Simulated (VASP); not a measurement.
# NaTlS2 (P-4m2) in VASP: further runs

NaTlS2 is run at these levels: PBE, r2SCAN; tasks: single point.

Everything below comes from runs of VASP 6.6.1. Logs are shortened: lines on timing, memory, paths and dates and some standing lists are left out, and cuts for length are marked.

**1. The cell of the first run**

The structure is tetragonal, space group P-4m2 (No. 115). Conventional cell: a = 4.253 Å, b = 4.253 Å, c = 13.078 Å, α = 90.00°, β = 90.00°, γ = 90.00°. Within 3.5 Å of Na (site symmetry 2mm) lie 4 S at 2.64 to 2.88 Å. Within 3.5 Å of S (site symmetry -4m2) lie 4 Na at 2.64 Å. S (site symmetry 2mm) has 2 Tl at 2.52 Å and 2 Na at 2.88 Å within 3.3 Å. S (site symmetry -4m2) has 4 Tl at 2.71 Å within 3.6 Å. Within 3.3 Å of Tl (site symmetry 2mm) lie 4 S at 2.52 to 2.71 Å.

**2. Single point, PBE**

Contents of INCAR:

```
PREC     = Accurate       # precision mode
ENCUT    = 520            # plane-wave cutoff, eV
EDIFF    = 1E-6           # SCF threshold, eV
ISMEAR   = -1             # smearing method
SIGMA    = 0.02           # smearing width, eV
LREAL    = False          # projectors in reciprocal space
LASPH    = True           # aspherical terms in the spheres
NELM     = 80             # most SCF steps
ALGO     = Normal         # electronic algorithm
ISIF     = 2              # what is computed and relaxed
LWAVE    = False          # write WAVECAR
LCHARG   = False          # write CHGCAR
GGA      = PE             # functional
NBANDS   = 42             # bands
```

Contents of KPOINTS:

```
regular mesh
0
Gamma
  6 6 2
```

Contents of POSCAR:

```
NaTlS2
1.0
    4.2532393325      0.0000000000      0.0000000000
    0.0000000000      4.2532393325      0.0000000000
    0.0000000000      0.0000000000     13.0775575274
Na S Tl
2 4 2
Direct
    0.5000000000      0.0000000000      0.8804848185
    0.0000000000      0.5000000000      0.1195151815
    0.5000000000      0.5000000000      0.0000000000
    0.0000000000      0.0000000000      0.2680575685
    0.5000000000      0.5000000000      0.5000000000
    0.0000000000      0.0000000000      0.7319424315
    0.5000000000      0.0000000000      0.3719179062
    0.0000000000      0.5000000000      0.6280820938
```

Potentials or basis: VASP PAW PBE potentials, release 64 (Na_pv, S, Tl_d).

Command:

```sh
$ cat potpaw_PBE.64/Na_pv/POTCAR potpaw_PBE.64/S/POTCAR potpaw_PBE.64/Tl_d/POTCAR > POTCAR
$ mpirun -np 1 vasp_std > vasp.out
```

OUTCAR:

```text
PREC = Accurate
   ENCUT = 520
   EDIFF = 1E-6
   ISMEAR = -1
   LREAL = False
   LASPH = True
   NELM = 80
   ISIF = 2
   GGA = PE

 ion  position               nearest neighbor table
   1  0.500  0.000  0.880-   3 2.64   3 2.64
   2  0.000  0.500  0.120-   3 2.64   3 2.64
   3  0.500  0.500  0.000-   1 2.64   2 2.64   1 2.64   2 2.64
   4  0.000  0.000  0.268-   7 2.52   7 2.52
   5  0.500  0.500  0.500-   7 2.71   8 2.71   7 2.71   8 2.71
   6  0.000  0.000  0.732-   8 2.52   8 2.52
   7  0.500  0.000  0.372-   4 2.52   4 2.52   5 2.71   5 2.71
   8  0.000  0.500  0.628-   6 2.52   6 2.52   5 2.71   5 2.71

  LATTYP: Found a simple tetragonal cell.
 ALAT       =     4.2532393325
 C/A-ratio  =     3.0747288137

  Lattice vectors:

 A1 = (   4.2532393325,   0.0000000000,   0.0000000000)
 A2 = (   0.0000000000,   4.2532393325,   0.0000000000)
 A3 = (   0.0000000000,   0.0000000000,  13.0775575274)

Analysis of symmetry for initial positions (statically):
=====================================================================
 Subroutine PRICEL returns:
 Original cell was already a primitive cell.

 Routine SETGRP: Setting up the symmetry group for a
 simple tetragonal supercell.

 Subroutine GETGRP returns: Found  8 space group operations
 (whereof  8 operations were pure point group operations)
 out of a pool of 16 trial point group operations.

The static configuration has the point symmetry D_2d.

Analysis of symmetry for dynamics (positions and initial velocities):
=====================================================================
 Subroutine PRICEL returns:
 Original cell was already a primitive cell.

 Routine SETGRP: Setting up the symmetry group for a
 simple tetragonal supercell.

 Subroutine GETGRP returns: Found  8 space group operations
 (whereof  8 operations were pure point group operations)
 out of a pool of 16 trial point group operations.

The dynamic configuration has the point symmetry D_2d.

 Subroutine INISYM returns: Found  8 space group operations
 (whereof  8 operations are pure point group operations),
 and found     1 'primitive' translations

----------------------------------------------------------------------------------------

                                     Primitive cell

  volume of cell :     236.5736

  direct lattice vectors                    reciprocal lattice vectors
[... 99 lines left out ...]
   NFREE  =      0    steps in history (QN), initial steepest desc. (CG)
   ISIF   =      2    stress and relaxation
   ISYM   =      2    0-nonsym 1-usesym 2-fastsym
   POTIM  = 0.5000    time-step for ionic-motion
   TEBEG  =    0.0;   TEEND  =   0.0 temperature during run
   PSTRESS=    0.0 pullay stress
   NELECT =      64.0000    total number of electrons
   NUPDOWN=      -1.0000    fix difference up-down
   EMIN   =  10.00;   EMAX   =-10.00  energy-range for DOS
   EFERMI =   0.00;   METHOD = LEGACY
   ISMEAR =    -1;   SIGMA  =   0.02  broadening in eV -4-tet -1-fermi 0-gaus
   EFERMI_NEDOS =   21; number of points for ismear=-14 and -15
   IALGO  =     38    algorithm
   IMIX   =      4    mixing-type and parameters
     AMIX     =   0.40;   BMIX     =  1.00
     AMIX_MAG =   1.60;   BMIX_MAG =  1.00
  volume/ion in A,a.u.               =      29.57       199.56
  Fermi-wavevector in a.u.,A,eV,Ry     =   1.058797  2.000836 15.252828  1.121051
  Thomas-Fermi vector in A             =   2.194119
   LORBIT       =      0    0 simple, 1 ext, 2 COOP (PROOUT), +10 PAW based schemes
   GGA     = PE    functional components
   LHFCALC =     F    Hartree Fock is set to
   AEXX    =    0.0000 exact exchange contribution
   IVDW    =     0    specifies the selected vdW correction
   LEPSILON=     F    determine dielectric tensor
   LRPA    =     F    only Hartree local field effects (RPA)
 non-spin polarized calculation
  energy-cutoff  :      520.00
  volume of cell :      236.57
 maximum number of plane-waves:      6392
 NGX is ok and might be reduce to    32
   NGX = 15   NGY = 15   NGZ = 49

 number of electron      64.0000019 magnetization

 Free energy of the ion-electron system (eV)
  ---------------------------------------------------
  ext. energy  EPLUGINS =         0.00000000
  ---------------------------------------------------
  free energy    TOTEN  =       -26.29067082 eV

  energy without entropy =      -26.28338579  energy(sigma->0) =      -26.28702830

 E-fermi :   2.0016     XC(G=0):  -7.8709

 val. band max:        1.9832098523   @ k =   0.0000   0.0000   0.0000
 cond. band min:       2.0130571687   @ k =   0.1667   0.0000   0.5000
 fundamental gap:      0.0298473164
 Fermi energy:         2.0015640760

 k-point     1 :       0.0000    0.0000    0.0000
  band No.  band energies     occupation
      1     -20.4507      2.00000
      2     -20.4507      2.00000
      3     -20.4245      2.00000
      4     -20.4171      2.00000
      5     -20.4041      2.00000
      6     -20.4041      2.00000
[... 889 lines left out ...]
     41       8.6208      0.00000
     42       9.0387      0.00000

------------------------ aborting loop because EDIFF is reached ----------------------------------------

  FORCE on cell =-STRESS in cart. coord.  units (eV):
  Direction    XX          YY          ZZ          XY          YZ          ZX
  --------------------------------------------------------------------------------------
  -------------------------------------------------------------------------------------
  Total        1.6367728      1.6367728      1.7283642      0.0000000      0.0000000      0.0000000
  in kB       11.0849237     11.0849237     11.7052192      0.0000000      0.0000000      0.0000000
  external PRESSURE =      11.2916889 kB  Pullay stress =       0.0000000 kB

 VOLUME and BASIS-vectors are now :
 -----------------------------------------------------------------------------
  energy-cutoff  :      520.00
  volume of cell :      236.57
      direct lattice vectors                 reciprocal lattice vectors
     4.253239332  0.000000000  0.000000000     0.235114914  0.000000000  0.000000000
     0.000000000  4.253239332  0.000000000     0.000000000  0.235114914  0.000000000
     0.000000000  0.000000000 13.077557527     0.000000000  0.000000000  0.076466878

 POSITION                                       TOTAL-FORCE (eV/Angst)
 -----------------------------------------------------------------------------------
      2.12662      0.00000     11.51459         0.000000      0.000000     -0.040462
      0.00000      2.12662      1.56297        -0.000000      0.000000      0.040462
      2.12662      2.12662      0.00000        -0.000000      0.000000      0.000000
      0.00000      0.00000      3.50554        -0.000000      0.000000     -0.167662
      2.12662      2.12662      6.53878        -0.000000     -0.000000      0.000000
      0.00000      0.00000      9.57202        -0.000000      0.000000      0.167662
      2.12662      0.00000      4.86378        -0.000000      0.000000      0.064295
      0.00000      2.12662      8.21378        -0.000000      0.000000     -0.064295
 -----------------------------------------------------------------------------------
    total drift:                                0.000000      0.000000      0.000000

  FREE ENERGIE OF THE ION-ELECTRON SYSTEM (eV)
  ---------------------------------------------------
  free  energy   TOTEN  =       -26.2906708171 eV

  energy  without entropy=      -26.2833857901  energy(sigma->0) =      -26.28702830
```

Wall time 2.1 min (1 thread of Intel Xeon Platinum 8488C (Sapphire Rapids), shared host); peak memory 0.4 GiB.

Results:

```
Free energy            : -26.2907 eV
Pressure               : 1.1 GPa
Largest force          : 0.168 eV/Å
Band gap on the k mesh : zero (bands 32 and 33 overlap by 0.10 eV)
```

Forces in eV/Å, atoms in the order of the input:
```
Na   0.000  0.000 -0.040
Na   0.000  0.000  0.040
S    0.000  0.000  0.000
S    0.000  0.000 -0.168
S    0.000  0.000  0.000
S    0.000  0.000  0.168
Tl   0.000  0.000  0.064
Tl   0.000  0.000 -0.064
```

Caveat: spin-orbit coupling is left out, which moves the levels of the heavy elements.

**3. Single point, r2SCAN**

POSCAR is that of step 2.

Contents of INCAR.step1:

```
PREC = Accurate ; ENCUT = 520
ISMEAR = -1 ; SIGMA = 0.02
LREAL = False ; LASPH = True
NELM = 60 ; NBANDS = 42
GGA = PE ; ALGO = Normal
EDIFF = 1E-4 ; LWAVE = True
LCHARG = False
```

Contents of INCAR.step2:

```
PREC = Accurate ; ENCUT = 520
EDIFF = 1E-6 ; ISMEAR = -1
SIGMA = 0.02 ; LREAL = False
LASPH = True ; NELM = 60
ALGO = Normal ; ISIF = 2
LWAVE = False ; LCHARG = True
METAGGA = R2SCAN ; LMIXTAU = True
LELF = True ; LVHAR = True
NBANDS = 42 ; ISTART = 1
```

Contents of KPOINTS:

```
Automatic mesh
0
Gamma
  6 6 2
```

Potentials or basis: VASP PAW PBE potentials, release 64 (Na_pv, S, Tl_d).

Command:

```sh
$ cat potpaw_PBE.64/Na_pv/POTCAR potpaw_PBE.64/S/POTCAR potpaw_PBE.64/Tl_d/POTCAR > POTCAR
$ cp INCAR.step1 INCAR
$ mpirun -np 1 vasp_std > vasp.out
$ cp INCAR.step2 INCAR
$ mpirun -np 1 vasp_std > vasp.out
```

Run time: 6 min. Hardware: 1 thread of Intel Xeon Platinum 8488C (Sapphire Rapids), shared host; peak memory 0.44 GiB.

Results (log left out):

```
Free energy            : -149.0797 eV
Pressure               : -0.1 GPa
Largest force          : 0.027 eV/Å
Band gap on the k mesh : zero (bands 32 and 33 overlap by 0.11 eV)
```

Forces on the atoms (eV/Å):
```
Na   0.000  0.000 -0.027
Na   0.000  0.000  0.027
S    0.000  0.000  0.000
S    0.000  0.000 -0.005
S    0.000  0.000  0.000
S    0.000  0.000  0.005
Tl   0.000  0.000 -0.011
Tl   0.000  0.000  0.011
```

Levels at points of the mesh, in eV from the Fermi level:
```
           k point  band 29  band 30  band 31  band 32  band 33  band 34  band 35  band 36
(0.00, 0.00, 0.00)    -1.81    -0.91    -0.74    -0.02    -0.02     0.33     1.80     2.85
(0.50, 0.00, 0.00)    -1.66    -1.20    -0.62     0.05     0.05     0.11     4.22     4.42
(0.50, 0.50, 0.00)    -2.64    -0.93    -0.93    -0.44     1.02     1.02     1.95     2.87
(0.00, 0.00, 0.50)    -1.81    -1.30    -0.21    -0.02    -0.02     0.12     1.82     2.75
(0.50, 0.00, 0.50)    -1.66    -1.26    -0.70     0.09     0.11     0.12     4.18     4.42
(0.50, 0.50, 0.50)    -2.63    -0.94    -0.94    -0.45     1.03     1.03     2.03     2.91
```

Caveat: the PAW data sets were made with another functional, which shifts forces and pressure a little; spin-orbit coupling is left out, which moves the levels of the heavy elements.

The gap in the log of VASP goes by the Fermi energy; the results here count the filled bands.